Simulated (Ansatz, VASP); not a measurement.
# One calculation of GaP, two programs

```
CELL_PARAMETERS angstrom
2.67651 2.67651 0.00000
-2.67651 2.67651 0.00000
0.00000 2.67651 2.67651
ATOMIC_POSITIONS crystal
Ga 0.00000 0.00000 0.00000
P 0.75000 0.25000 0.50000
```

Alike in both runs: task single point; functional LDA; k mesh 8 × 8 × 8; no spin polarisation.

|  | VASP | Ansatz |
| --- | --- | --- |
| version | VASP 6.6.1 | Ansatz 0.2.0 |
| potentials or method | VASP PAW LDA potentials, release 64 (Ga_d, P), cutoff 520 eV | all-electron LAPW, scalar-relativistic |
| occupations | gaussian, width 0.01 eV | fixed |

VASP gave:

* gap on the k mesh at the Fermi level (eV): 1.38
* pressure (GPa): 2.1

Q: What did Ansatz give for the same quantities?

A: gap on the k mesh at the Fermi level (eV): 1.39; pressure (GPa): 2.0.

LDA's correlation is that of Perdew and Zunger in VASP and of Perdew and Wang (1992) in Ansatz. Ansatz ran all-electron here, and VASP with PAW potentials.
